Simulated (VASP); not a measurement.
Here is a VASP 6.6.1 calculation.

File INCAR:

```
PREC = Accurate
ENCUT = 520
EDIFF = 1E-7
ISMEAR = -1
SIGMA = 0.05
LREAL = False
LASPH = True
NELM = 60
ALGO = Normal
ISIF = 2
LWAVE = False
LCHARG = False
GGA = CA
NBANDS = 17
```

File KPOINTS:

```
Automatic mesh
0
Gamma
  6 6 6
```

File POSCAR:

```
PbS
1.0
    4.1894858429      0.0000000000      0.0000000000
   -2.0947429215      3.6282007982      0.0000000000
    0.0000000000      0.0000000000      3.8805975447
Pb S
1 1
Direct
    0.0000000000      0.0000000000      0.0000000000
    0.6666666667      0.3333333333      0.5000000000
```

Potentials or basis: VASP PAW LDA potentials, release 64 (Pb_d, S).

The run is started by

```bash
$ cat potpaw_LDA.64/Pb_d/POTCAR potpaw_LDA.64/S/POTCAR > POTCAR
$ mpirun -np 1 vasp_std > vasp.out
```

(1) Estimate the band gap on the k mesh.

(2) What does it give for the pressure?

Results:

(1) zero (band 10 reaches 4.18 eV, above the bottom of band 11 at 3.93 eV).

(2) -7.1 GPa.

Caveat: spin-orbit coupling is left out, which moves the levels of the heavy elements.
